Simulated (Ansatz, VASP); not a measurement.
ZrB2 in VASP and in Ansatz

```
Zr B
1.0
     3.16700    0.00000    0.00000
    -1.58350    2.74270    0.00000
     0.00000    0.00000    3.53100
Zr B
1 2
Direct
  0.00000 0.00000 0.00000
  0.33333 0.66667 0.50000
  0.66667 0.33333 0.50000
```

Alike in both runs: task electric field gradients; functional PBE; k mesh 18 × 18 × 12; occupations gaussian, width 0.1 eV; no spin polarisation.

```csv
,VASP,Ansatz
version,VASP 6.6.1,Ansatz 0.2.0
potentials or method,"VASP PAW PBE potentials, release 64 (Zr_sv, B)","scalar-relativistic, plane waves, PAW"
plane-wave cutoff (eV),520,420
valence electrons in the cell,18,18
```

|  | VASP | Ansatz | Ansatz less VASP |
| --- | --- | --- | --- |
| gap on the k mesh at the Fermi level (eV) | none | none | - |
| pressure (GPa) | 1.5 | 1.4 | -0.14 |
| traceless stress, the component that is largest in VASP (GPa) | 0.37 | 0.33 | -0.043 |
| size of Vzz on the site where it differs most (V/Å²) | 41.6 | 45.1 | +3.52 |

A gap of «none» marks a metal or a gap that the smearing closes.
